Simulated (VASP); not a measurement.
# Sn8O14F (a cell with a defect) in VASP: single point with PBE

Aim: the single point of Sn8O14F (a cell with a defect) with PBE.

Program: VASP 6.6.1. These are calculated values, not measurements. Logs are shortened: lines on timing, memory, paths and dates and some standing lists are left out, and cuts for length are marked.

### 1 The cell of the first run

The cell holds a defect, 23 atoms: a = 6.701 Å, b = 6.701 Å, c = 6.373 Å, α = 90.00°, β = 90.00°, γ = 90.00°.

### 2 Single point, PBE

File INCAR:

```
SYSTEM = Sn8O14F
PREC = Accurate
ENCUT = 520
EDIFF = 1E-6
ISMEAR = 0
SIGMA = 0.02
LREAL = Auto
LASPH = .True.
NELM = 60
ALGO = Normal
ISIF = 2
LWAVE = .False.
LCHARG = .False.
GGA = PE
NELECT = 202.0
NBANDS = 118
```

File KPOINTS:

```
regular mesh
0
Gamma
  2 2 2
  0 0 0
```

File POSCAR:

```
Sn8O14F
1.0
   -4.7380000000     -4.7380000000      0.0000000000
    4.7380000000     -4.7380000000      0.0000000000
    0.0000000000      0.0000000000      6.3730000000
Sn O F
8 14 1
Direct
    0.5035108696      0.5058067750      0.0002909148
    0.0263933094      0.4937084213      0.2491396517
    0.5061004643      0.5058448713      0.4969306449
   -0.0087773322      0.4934799493      0.7487023380
   -0.0965622626     -0.0168978472      0.0148151577
    0.3927816589      0.0083987970      0.2825226738
   -0.0068948924     -0.0054271845      0.5086624823
    0.5682745884      0.0079299282      0.7169165228
    0.2003512030      0.4910949768     -0.0148672525
    0.0640475939      0.1756780287      0.2424318217
    0.8107551710      0.5077965386      0.0171685235
    0.0639234909      0.8101309624      0.2490939903
    0.2010579358      0.4894028071      0.5125217323
   -0.0403621781      0.1887621359      0.7536128982
    0.8127487336      0.5018681933      0.4812885611
   -0.0121848881      0.7997743774      0.7539493174
    0.4776323343      0.7078051921      0.2498840421
    0.4865886450      0.3023400169      0.2495957948
    0.6929995779     -0.0012271000      0.4352013181
    0.5224047066      0.7035161461      0.7472490193
    0.2961754960      0.0112360701      0.5685655107
    0.5275746095      0.3092696285      0.7483827083
    0.4408327353      0.0039545167     -0.0092013181
```

Potentials or basis: VASP PAW PBE potentials, release 64 (Sn_d, O, F).

Launch:

```sh
$ cat potpaw_PBE.64/Sn_d/POTCAR potpaw_PBE.64/O/POTCAR potpaw_PBE.64/F/POTCAR > POTCAR
$ mpirun -np 1 vasp_std > vasp.out
```

OUTCAR:

```text
SYSTEM = Sn8O14F
   PREC = Accurate
   ENCUT = 520
   EDIFF = 1E-6
   ISMEAR = 0
   LREAL = Auto
   LASPH = .True.
   NELM = 60
   ISIF = 2
   GGA = PE
   NELECT = 202.0

 ion  position               nearest neighbor table
   1  0.504  0.506  0.000-   9 2.04  11 2.06  22 2.08  20 2.09  17 2.10  18 2.10   3 3.17   3 3.21
                             2 3.57   4 3.64
   2  0.026  0.494  0.249-  13 2.05   9 2.05  15 2.06  11 2.07  12 2.14  10 2.15   4 3.19   4 3.20
                             1 3.57   3 3.58   5 3.70   7 3.74   7 3.75
   3  0.506  0.506  0.497-  13 2.05  15 2.06  20 2.08  22 2.08  17 2.08  18 2.09   1 3.17   1 3.21
                             2 3.58   4 3.63   8 3.64   8 3.67   6 3.68   6 3.71
   4  0.991  0.493  0.749-  16 2.05  14 2.05   9 2.06  13 2.06  15 2.08  11 2.10   2 3.19   2 3.20
                             3 3.63   1 3.64   7 3.68   7 3.69   5 3.74
   5  0.903  0.983  0.015-  16 2.14  12 2.17  14 2.19  10 2.22   8 2.95   7 3.21   7 3.28   2 3.70
                             6 3.70   4 3.74
   6  0.393  0.008  0.283-  23 1.89  21 1.93  18 2.08  17 2.10  19 2.24  10 2.48  12 2.58   8 3.01
                             7 3.04   3 3.68   5 3.70   3 3.71
   7  0.993  0.995  0.509-  16 2.04  14 2.04  19 2.06  21 2.07  12 2.12  10 2.14   6 3.04   8 3.14
                             5 3.21   5 3.28   4 3.68   4 3.69   2 3.74   2 3.75
   8  0.568  0.008  0.717-  23 1.94  19 1.98  22 2.05  21 2.05  20 2.07   5 2.95   6 3.01   7 3.14
                             3 3.64   3 3.67
   9  0.200  0.491  0.985-   1 2.04   2 2.05   4 2.06
  10  0.064  0.176  0.242-   7 2.14   2 2.15   5 2.22   6 2.48
  11  0.811  0.508  0.017-   1 2.06   2 2.07   4 2.10
  12  0.064  0.810  0.249-   7 2.12   2 2.14   5 2.17   6 2.58
  13  0.201  0.489  0.513-   2 2.05   3 2.05   4 2.06
  14  0.960  0.189  0.754-   7 2.04   4 2.05   5 2.19
  15  0.813  0.502  0.481-   3 2.06   2 2.06   4 2.08
  16  0.988  0.800  0.754-   7 2.04   4 2.05   5 2.14
  17  0.478  0.708  0.250-   3 2.08   1 2.10   6 2.10
  18  0.487  0.302  0.250-   6 2.08   3 2.09   1 2.10
  19  0.693  0.999  0.435-   8 1.98   7 2.06   6 2.24
  20  0.522  0.704  0.747-   8 2.07   3 2.08   1 2.09
  21  0.296  0.011  0.569-   6 1.93   8 2.05   7 2.07
  22  0.528  0.309  0.748-   8 2.05   3 2.08   1 2.08
  23  0.441  0.004  0.991-   6 1.89   8 1.94

  LATTYP: Found a simple tetragonal cell.
 ALAT       =     6.7005438585
 C/A-ratio  =     0.9511168249

  Lattice vectors:

 A1 = (  -4.7380000000,  -4.7380000000,   0.0000000000)
 A2 = (   4.7380000000,  -4.7380000000,   0.0000000000)
 A3 = (   0.0000000000,   0.0000000000,   6.3730000000)

Analysis of symmetry for initial positions (statically):
=====================================================================
 Subroutine PRICEL returns:
 Original cell was already a primitive cell.

 Routine SETGRP: Setting up the symmetry group for a
 simple tetragonal supercell.

 Subroutine GETGRP returns: Found  1 space group operations
 (whereof  1 operations were pure point group operations)
 out of a pool of 16 trial point group operations.

The static configuration has the point symmetry C_1 .

Analysis of symmetry for dynamics (positions and initial velocities):
=====================================================================
 Subroutine PRICEL returns:
 Original cell was already a primitive cell.

 Routine SETGRP: Setting up the symmetry group for a
 simple tetragonal supercell.

 Subroutine GETGRP returns: Found  1 space group operations
 (whereof  1 operations were pure point group operations)
 out of a pool of 16 trial point group operations.

The dynamic configuration has the point symmetry C_1 .

 Subroutine INISYM returns: Found  1 space group operations
 (whereof  1 operations are pure point group operations),
 and found     1 'primitive' translations

----------------------------------------------------------------------------------------

                                     Primitive cell

  volume of cell :     286.1304

  direct lattice vectors                    reciprocal lattice vectors
    -4.738000000 -4.738000000  0.000000000    -0.105529759 -0.105529759  0.000000000
     4.738000000 -4.738000000  0.000000000     0.105529759 -0.105529759  0.000000000
     0.000000000  0.000000000  6.373000000     0.000000000  0.000000000  0.156911972

  length of vectors
     6.700543859  6.700543859  6.373000000     0.149241617  0.149241617  0.156911972

  position of ions in fractional coordinates (direct lattice)
     0.503510870  0.505806775  0.000290915
     0.026393309  0.493708421  0.249139652
     0.506100464  0.505844871  0.496930645
[... 54 lines left out ...]

 Generating k-lattice:

  Cartesian coordinates                     Fractional coordinates (reciprocal lattice)
    -0.052764880 -0.052764880  0.000000000     0.500000000  0.000000000  0.000000000
     0.052764880 -0.052764880  0.000000000     0.000000000  0.500000000  0.000000000
     0.000000000  0.000000000  0.078455986     0.000000000  0.000000000  0.500000000

  Length of vectors
     0.074620808  0.074620808  0.078455986

  Shift w.r.t. Gamma in fractional coordinates (k-lattice)
     0.000000000  0.000000000  0.000000000

 Subroutine IBZKPT returns following result:
 ===========================================

 Found      8 irreducible k-points:

 Following reciprocal coordinates:
            Coordinates               Weight
  0.000000  0.000000  0.000000      1.000000
  0.500000  0.000000  0.000000      1.000000
  0.000000  0.500000  0.000000      1.000000
  0.500000  0.500000  0.000000      1.000000
  0.000000  0.000000  0.500000      1.000000
  0.500000  0.000000  0.500000      1.000000
  0.000000  0.500000  0.500000      1.000000
  0.500000  0.500000  0.500000      1.000000
   k-points           NKPTS =      8   k-points in BZ     NKDIM =      8   number of bands    NBANDS=    118
   number of dos      NEDOS =    301   number of ions     NIONS =     23
   total plane-waves  NPLWV = 120000
   dimension x,y,z NGX =    50 NGY =   50 NGZ =   48
   dimension x,y,z NGXF=   100 NGYF=  100 NGZF=   96
   ions per type =               8  14   1
   NGX,Y,Z   is equivalent  to a cutoff of  12.41, 12.41, 12.52 a.u.
   NGXF,Y,Z  is equivalent  to a cutoff of  24.81, 24.81, 25.04 a.u.
 SYSTEM =  Sn8O14F
   PREC   = accura    normal or accurate (medium, high low for compatibility)
   ISTART =      0    job   : 0-new  1-cont  2-samecut
   ICHARG =      2    charge: 1-file 2-atom 10-const
   ISPIN  =      1    spin polarized calculation?
   LNONCOLLINEAR =      F non collinear calculations
   LSORBIT =      F    spin-orbit coupling
   LASPH  =      T    aspherical Exc in radial PAW
   ENCUT  =  520.0 eV  38.22 Ry    6.18 a.u.  12.46 12.46 11.85*2*pi/ulx,y,z
   NELM   =     60;   NELMIN=  2; NELMDL= -5     # of ELM steps
   EDIFF  = 0.1E-05   stopping-criterion for ELM
   LREAL  =      T    real-space projection
   EDIFFG = 0.1E-04   stopping-criterion for IOM
   NSW    =      0    number of steps for IOM
   IBRION =     -1    ionic relax: 0-MD 1-quasi-New 2-CG
   NFREE  =      0    steps in history (QN), initial steepest desc. (CG)
   ISIF   =      2    stress and relaxation
   ISYM   =      2    0-nonsym 1-usesym 2-fastsym
   POTIM  = 0.5000    time-step for ionic-motion
   TEBEG  =    0.0;   TEEND  =   0.0 temperature during run
   PSTRESS=    0.0 pullay stress
   NELECT =     202.0000    total number of electrons
   NUPDOWN=      -1.0000    fix difference up-down
   EMIN   =  10.00;   EMAX   =-10.00  energy-range for DOS
   EFERMI =   0.00;   METHOD = LEGACY
   ISMEAR =     0;   SIGMA  =   0.02  broadening in eV -4-tet -1-fermi 0-gaus
   EFERMI_NEDOS =   21; number of points for ismear=-14 and -15
   IALGO  =     38    algorithm
   IMIX   =      4    mixing-type and parameters
     AMIX     =   0.40;   BMIX     =  1.00
     AMIX_MAG =   1.60;   BMIX_MAG =  1.00
  volume/ion in A,a.u.               =      12.44        83.95
  Fermi-wavevector in a.u.,A,eV,Ry     =   1.457708  2.754669 28.911201  2.124913
  Thomas-Fermi vector in A             =   2.574478
   LORBIT       =      0    0 simple, 1 ext, 2 COOP (PROOUT), +10 PAW based schemes
   GGA     = PE    functional components
   LHFCALC =     F    Hartree Fock is set to
   AEXX    =    0.0000 exact exchange contribution
   IVDW    =     0    specifies the selected vdW correction
   LEPSILON=     F    determine dielectric tensor
   LRPA    =     F    only Hartree local field effects (RPA)
 non-spin polarized calculation
 Gauss-broadening in eV      SIGMA  =   0.02
  energy-cutoff  :      520.00
  volume of cell :      286.13
 maximum number of plane-waves:      7760
 NGX is ok and might be reduce to    50
   NGX = 25   NGY = 25   NGZ = 23

 number of electron     201.9999950 magnetization

 Free energy of the ion-electron system (eV)
  ---------------------------------------------------
  ext. energy  EPLUGINS =         0.00000000
  ---------------------------------------------------
  free energy    TOTEN  =      -142.97300662 eV

  energy without entropy =     -142.97300662  energy(sigma->0) =     -142.97300662

 E-fermi :   6.9850     XC(G=0): -11.0659

 val. band max:        6.8299232376   @ k =   0.5000   0.5000   0.5000
 cond. band min:       8.0749875668   @ k =   0.0000   0.0000   0.0000
 fundamental gap:      1.2450643292
 Fermi energy:         6.9849808735

 k-point     1 :       0.0000    0.0000    0.0000
  band No.  band energies     occupation
      1     -19.1663      2.00000
      2     -15.4396      2.00000
      3     -15.0461      2.00000
      4     -14.8444      2.00000
      5     -14.7870      2.00000
      6     -14.7703      2.00000
[... 917 lines left out ...]
    112      13.8032      0.00000
    113      14.0326      0.00000
 [bands above 113 left out]

------------------------ aborting loop because EDIFF is reached ----------------------------------------

  FORCE on cell =-STRESS in cart. coord.  units (eV):
  Direction    XX          YY          ZZ          XY          YZ          ZX
  --------------------------------------------------------------------------------------
  -------------------------------------------------------------------------------------
  Total        0.6562328      0.7423837     20.0329896      5.6797923      5.1337547      4.5618774
  in kB        3.6745528      4.1569516    112.1740296     31.8037997     28.7462809     25.5440739
  external PRESSURE =      40.0018447 kB  Pullay stress =       0.0000000 kB

 VOLUME and BASIS-vectors are now :
 -----------------------------------------------------------------------------
  energy-cutoff  :      520.00
  volume of cell :      286.13
      direct lattice vectors                 reciprocal lattice vectors
    -4.738000000 -4.738000000  0.000000000    -0.105529759 -0.105529759  0.000000000
     4.738000000 -4.738000000  0.000000000     0.105529759 -0.105529759  0.000000000
     0.000000000  0.000000000  6.373000000     0.000000000  0.000000000  0.156911972

 POSITION                                       TOTAL-FORCE (eV/Angst)
 -----------------------------------------------------------------------------------
      0.01088     -4.78215      0.00185        -0.016568     -0.023751     -0.048166
      2.21414     -2.46424      1.58777        -0.033739     -0.003388     -0.029492
     -0.00121     -4.79460      3.16694        -0.047173     -0.042777      0.009065
     -2.35831     -7.03452      4.77148        -0.009247     -0.043364      0.002896
      0.37745     -8.93843      0.09442         0.184521      0.130650      0.038221
     -1.82121     -1.90079      1.80052        -0.271724     -0.247078      0.430491
[... 15 lines left out ...]
     -1.03433     -3.96497      4.76944        -0.071676     -0.071675     -0.021111
     -2.06993     -2.10740      6.31436         1.266046      1.291642     -0.436944
 -----------------------------------------------------------------------------------
    total drift:                               -0.004216     -0.014330     -0.007980

  FREE ENERGIE OF THE ION-ELECTRON SYSTEM (eV)
  ---------------------------------------------------
  free  energy   TOTEN  =      -142.9730066239 eV

  energy  without entropy=     -142.9730066239  energy(sigma->0) =     -142.97300662
```

Wall time 15 min (1 thread of Intel Xeon 8259CL, shared host); peak memory 0.44 GiB.

What came out:

| Quantity | Value |
| --- | --- |
| Free energy | -142.9730 eV |
| Largest force | 1.861 eV/Å |

Forces on the atoms (eV/Å):
```
Sn  -0.017 -0.024 -0.048
Sn  -0.034 -0.003 -0.029
Sn  -0.047 -0.043  0.009
Sn  -0.009 -0.043  0.003
Sn   0.185  0.131  0.038
Sn  -0.272 -0.247  0.430
Sn  -0.122 -0.122 -0.038
Sn  -0.315 -0.323  0.130
O   -0.035 -0.037 -0.012
O   -0.059 -0.038 -0.036
O   -0.020 -0.001  0.005
O   -0.012 -0.024 -0.066
O   -0.033 -0.058 -0.013
O   -0.014 -0.024 -0.006
O   -0.024 -0.024 -0.019
O    0.025  0.004  0.038
O   -0.041 -0.072 -0.006
O   -0.079 -0.058 -0.015
O   -0.064 -0.073 -0.118
O   -0.091 -0.061 -0.027
O   -0.115 -0.080  0.239
O   -0.072 -0.072 -0.021
F    1.266  1.292 -0.437
```

Levels at points of the mesh, in eV from the Fermi level:
| k point | band 97 | band 98 | band 99 | band 100 | band 101 | band 102 | band 103 | band 104 | band 105 | band 106 |
| --- | --- | --- | --- | --- | --- | --- | --- | --- | --- | --- |
| (0.00, 0.00, 0.00) | -1.79 | -1.67 | -1.58 | -1.38 | -1.16 | 1.09 | 2.20 | 3.19 | 3.46 | 4.08 |
| (0.50, 0.00, 0.00) | -1.81 | -1.66 | -1.43 | -1.32 | -0.47 | 1.20 | 2.33 | 3.01 | 3.62 | 3.96 |
| (0.00, 0.50, 0.00) | -1.78 | -1.78 | -1.67 | -1.39 | -0.37 | 2.00 | 2.40 | 2.54 | 3.57 | 4.24 |
| (0.50, 0.50, 0.00) | -1.73 | -1.61 | -1.49 | -1.43 | -0.38 | 1.90 | 3.15 | 3.27 | 3.34 | 3.50 |
| (0.00, 0.00, 0.50) | -1.61 | -1.58 | -1.45 | -1.38 | -0.28 | 1.32 | 1.97 | 3.21 | 3.76 | 3.80 |
| (0.50, 0.00, 0.50) | -1.63 | -1.56 | -1.35 | -1.25 | -0.27 | 1.45 | 2.40 | 3.12 | 3.63 | 4.38 |
| (0.00, 0.50, 0.50) | -1.64 | -1.55 | -1.50 | -1.46 | -0.25 | 1.96 | 2.80 | 3.13 | 3.42 | 3.87 |
| (0.50, 0.50, 0.50) | -1.69 | -1.67 | -1.62 | -1.59 | -0.16 | 1.92 | 3.05 | 3.68 | 4.07 | 4.25 |

Caveat: the k points lie up to 0.49 Å⁻¹ apart; the cell carries a net charge on a neutralising background, which shifts energy and pressure; the cell is charged against a uniform background, so pressure and absolute levels hang on convention; spin-orbit coupling is left out, which moves the levels of the heavy elements.
